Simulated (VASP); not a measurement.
Runs of VASP 6.6.1 on Sn2Ge. The structure is that of space group Fm-3m (No. 225), or close to it. The cells are those of the table. 

```csv
task,cell,k mesh,cutoff (eV),smearing,gap on the mesh (eV),pressure (GPa),relaxed volume (Å³/atom)
single point,"a = 4.855 Å, angles 60.0°, 3 atoms",6 × 6 × 6,520,gaussian 0.1 eV,none,0.0,-
relaxation of cell and atoms,"relaxed from a = 4.855 Å, angles 60.0°, 3 atoms",12 × 12 × 12,600,fermi-dirac 0.15 eV,none,0.0,(a)
single point,"a = 4.850 Å, angles 60.0°, 3 atoms",12 × 12 × 12,520,fermi-dirac 0.15 eV,none,0.0,-
relaxation of cell and atoms,"relaxed from a = 4.445 Å, angles 60.0°, 3 atoms",6 × 6 × 6,600,gaussian 0.1 eV,none,0.0,26.96
single point,"a = 4.445 Å, angles 60.0°, 3 atoms",6 × 6 × 6,520,gaussian 0.1 eV,none,24.5,-
relaxation of cell and atoms,"relaxed from a = 4.855 Å, angles 60.0°, 3 atoms",10 × 10 × 10,600,gaussian 0.1 eV,none,0.0,-
single point,"a = 4.855 Å, angles 60.0°, 3 atoms",10 × 10 × 10,520,gaussian 0.1 eV,none,0.0,-
```

Alike in all rows: level PBEsol; potentials or basis VASP PAW PBE potentials, release 64 (Sn_d, Ge_d); no spin polarisation.

Question: Fill in the values left out.

Answer: (a) 26.90.

Caveats: the PAW data sets were made with another functional, which shifts forces and pressure a little; spin-orbit coupling is left out, which moves the levels of the heavy elements; the volume moved by over 15 % at a fixed basis, so the end points are rough (at least some runs); the cell stands under pressure (at least some runs); the relaxation stopped at its first step, so nothing moved (at least some runs).

A k mesh can miss the band edges, and the runs leave out spin-orbit coupling on Ge, Sn.

A gap of «none» marks levels without a gap at the run's occupations.
